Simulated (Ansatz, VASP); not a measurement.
**Pt in VASP and in Ansatz**

```
Pt
1.0
     2.77469    0.00000    0.00000
     1.38734    2.40295    0.00000
     0.00000    0.00000   24.06209
Pt
5
Direct
  0.00000 0.00000 0.30632
  0.33333 0.33333 0.40389
  0.66667 0.66667 0.50000
  0.00000 0.00000 0.59611
  0.33333 0.33333 0.69368
```

Alike in both runs: functional PBE; k mesh 15 × 15 × 1; occupations gaussian, width 0.1 eV; no spin polarisation.

Ansatz relaxed the structure, and its values are those at the end. VASP's run is a single point on that final structure, the one shown.

```csv
,VASP,Ansatz
version,VASP 6.6.1,Ansatz 0.2.0
potentials or method,"VASP PAW PBE potentials, release 64 (Pt)","scalar-relativistic, plane waves, PAW"
plane-wave cutoff (eV),520,420
valence electrons in the cell,50,90
```

|  | VASP | Ansatz | Ansatz less VASP |
| --- | --- | --- | --- |
| gap on the k mesh at the Fermi level (eV) | none | none | - |
| rms of the force components (eV/Å) | 0.008 | 0.001 | -0.0075 |

A gap of «none» marks a metal or a gap that the smearing closes. With one functional, cell and mesh, what is left measures potentials, basis and numerics. VASP's potentials hold 50 valence electrons a cell and Ansatz's 90, so a difference there can come from the potentials and not from the codes. Ansatz's warnings: xc potential rough in thin density.

Neither program's run includes spin-orbit coupling.
